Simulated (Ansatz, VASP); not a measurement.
**NaI: VASP beside Ansatz**

The input INCAR:

```
SYSTEM = NaI
PREC = Accurate ; ENCUT = 520
EDIFF = 1E-6 ; ISMEAR = 0
SIGMA = 0.01 ; LREAL = .FALSE.
LASPH = .TRUE. ; NELM = 60
ALGO = Normal ; ISIF = 2
LWAVE = .FALSE. ; LCHARG = .TRUE.
GGA = PE ; LELF = .TRUE.
LVHAR = .TRUE. ; NBANDS = 14
```

The input KPOINTS:

```
Automatic mesh
0
G
  6 6 6
  0 0 0
```

The input POSCAR:

```
NaI
1.0
    0.0000000000      3.2640966699      3.2640966699
    3.2640966699      0.0000000000      3.2640966699
    3.2640966699      3.2640966699      0.0000000000
Na I
1 1
Direct
    0.0000000000      0.0000000000      0.0000000000
    0.5000000000      0.5000000000      0.5000000000
```

Input for Ansatz:

```yaml
crystal:
  lattice:
    - [0.0, 3.2640966699, 3.2640966699]
    - [3.2640966699, 0.0, 3.2640966699]
    - [3.2640966699, 3.2640966699, 0.0]
  atoms:
    - { symbol: Na, position: [0.0, 0.0, 0.0] }
    - { symbol: I, position: [0.5, 0.5, 0.5] }
kpoints:
  mp_grid: { grid: [6, 6, 6] }
hamiltonian:
  xc: pbe
scf:
  occupations: { method: fixed }
  n_extra_bands: 4
output:
  forces: true
  stress: true
  eigenvalues: true
```

Alike in both runs: task single point; functional PBE; k mesh 6 × 6 × 6; no spin polarisation.

|  | VASP | Ansatz |
| --- | --- | --- |
| version | VASP 6.6.1 | Ansatz 0.2.0 |
| potentials or method | VASP PAW PBE potentials, release 64 (Na_pv, I) | plane waves, PAW |
| plane-wave cutoff (eV) | 520 | 420 |
| occupations | gaussian, width 0.01 eV | fixed |
| valence electrons in the cell | 14 | 26 |

```tsv
	VASP	Ansatz	Ansatz less VASP
gap on the k mesh at the Fermi level (eV)	3.57	3.58	+0.003
pressure (GPa)	0.0	0.0	-0.02
```

VASP's potentials hold 14 valence electrons a cell and Ansatz's 26, so a difference there can come from the potentials and not from the codes.

Spin-orbit coupling is off throughout.
